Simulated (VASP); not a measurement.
## NbTe: single point with PBEsol

NbTe:

```
CELL_PARAMETERS angstrom
3.70297 0.00000 0.00000
-1.85149 3.20687 0.00000
0.00000 0.00000 3.69421
ATOMIC_POSITIONS crystal
Nb 0.00000 0.00000 0.50000
Te 0.66667 0.33333 0.00000
```

- Program: VASP 6.6.1
- Task: single point
- Functional: PBEsol
- Potentials or basis: VASP PAW PBE potentials, release 64 (Nb_sv, Te)
- Cutoff: 500 eV
- k mesh: 2 × 6 × 1
- Occupations: gaussian, width 0.1 eV
- Spin: no spin polarisation

```yaml
Pressure: -0.9 GPa
Largest_force: 0.397 eV/Å
```

Forces in eV/Å, atoms in the order of the input:
```
Nb   0.000 -0.397  0.000
Te   0.000  0.397  0.000
```

Stress tensor (GPa, compression positive):
```
-10.74   0.00   0.00
  0.00 -10.39   0.00
  0.00   0.00  18.52
```

Levels at points of the mesh, in eV from the Fermi level:
```
           k point  band 6  band 7  band 8  band 9  band 10  band 11  band 12  band 13
(0.00, 0.00, 0.00)   -3.21   -3.18   -2.87   -2.30     0.29     0.41     2.54     2.55
(0.50, 0.00, 0.00)   -6.96   -3.76   -2.56   -2.40     0.04     1.05     1.48     3.13
(0.00, 0.50, 0.00)   -6.96   -3.71   -2.64   -2.40    -0.05     1.06     1.58     3.12
(0.50, 0.50, 0.00)   -6.96   -3.76   -2.56   -2.40     0.04     1.05     1.48     3.13
```

It took 14 s on 1 thread of Intel Xeon 8259CL, with other jobs on the host, peak memory 0.15 GiB.

Caveat: the k points lie up to 1.70 Å⁻¹ apart; the PAW data sets were made with another functional, which shifts forces and pressure a little; spin-orbit coupling is left out, which moves the levels of the heavy elements.
